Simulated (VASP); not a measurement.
Wanted: the native input for a VASP 6.6.1 run.

- Task: single point
- Functional: PBEsol
- Dispersion: D3(BJ)
- Potentials or basis: VASP PAW PBE potentials, release 64 (P)
- Cutoff: 520 eV
- k mesh: 12 × 12 × 12
- Occupations: gaussian, width 0.15 eV
- Spin: no spin polarisation
- Dipole correction: no
- Further INCAR settings: ALGO = Normal; EDIFF = 1e-06; NBANDS = 8

The structure of P lies in POSCAR:

```
P
1.0
    4.2729048574      0.0000000000      0.1869395875
    0.0000000000      4.2729048574      0.0000000000
    0.1915375000      0.0000000000      4.3780000000
P
1
Direct
    0.0000000000      0.0000000000      0.0000000000
```

This cell differs from its parent crystal: strain +0.0875 x Voigt [0, 0, 0, 0, 1, 0].

These files were run (other wordings do the same):

INCAR

```
SYSTEM = P
PREC = Accurate ; ENCUT = 520
EDIFF = 1E-6 ; ISMEAR = 0
SIGMA = 0.15 ; LREAL = .FALSE.
LASPH = .TRUE. ; NELM = 60
ALGO = Normal ; ISIF = 2
LWAVE = .FALSE. ; LCHARG = .FALSE.
GGA = PS ; IVDW = 12
NBANDS = 8
```

KPOINTS

```
Automatic mesh
0
G
  12 12 12
  0 0 0
```

Potentials or basis: VASP PAW PBE potentials, release 64 (P).

Run with:

```bash
$ cat potpaw_PBE.64/P/POTCAR > POTCAR
$ mpirun -np 1 vasp_std > vasp.out
```

It gave:

```yaml
Pressure: -4.0 GPa
Band_gap_on_the_k_mesh: zero (an odd number of electrons rules out a gap without spin polarisation)
Dispersion_energy_per_atom: -0.081 eV
```

Caveat: the cell differs from its parent crystal (strain +0.0875 x Voigt [0, 0, 0, 0, 1, 0]); the cell stands under tension; the PAW data sets were made with another functional, which shifts forces and pressure a little.

Wall time 4.7 min on 1 thread of Intel Xeon 8259CL, on a shared host, peak memory 0.4 GiB.
